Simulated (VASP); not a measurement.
Input of a VASP 6.6.1 run:

Contents of POSCAR:

```
Ni
1.0
    0.0000000000      1.7710500000      1.7710500000
    1.7710500000      0.0000000000      1.7710500000
    1.7710500000      1.7710500000      0.0000000000
Ni
1
Direct
    0.0000000000      0.0000000000      0.0000000000
```

Contents of INCAR.step1:

```
ALGO = Normal
EDIFF = 1E-4
ENCUT = 520
GGA = PE
ISMEAR = -1
LASPH = T
LCHARG = F
LREAL = F
LWAVE = T
NBANDS = 11
NELM = 100
PREC = Accurate
SIGMA = 5E-4
```

The input INCAR.step2:

```
ALGO = Normal
EDIFF = 1E-7
ENCUT = 520
ISIF = 2
ISMEAR = -1
ISTART = 1
LASPH = T
LCHARG = F
LMIXTAU = T
LREAL = F
LWAVE = F
METAGGA = R2SCAN
NBANDS = 11
NELM = 100
PREC = Accurate
SIGMA = 5E-4
```

File KPOINTS:

```
k-points
0
Gamma
  13 13 13
```

Potentials or basis: VASP PAW PBE potentials, release 64 (Ni).

Run with:

```bash
$ cat potpaw_PBE.64/Ni/POTCAR > POTCAR
$ cp INCAR.step1 INCAR
$ mpirun -np 1 vasp_std > vasp.out
$ cp INCAR.step2 INCAR
$ mpirun -np 1 vasp_std > vasp.out
```

What does it give for the pressure?

-12.7 GPa.

Predict the band gap on the k mesh.

zero (band 5 reaches 8.84 eV, above the bottom of band 6 at 7.83 eV).

Caveat: the PAW data sets were made with another functional, which shifts forces and pressure a little; the run has no spin polarisation, though such a crystal can be magnetic. Spin polarisation is off, so any magnetic state and its effect on volume and gap are missing.
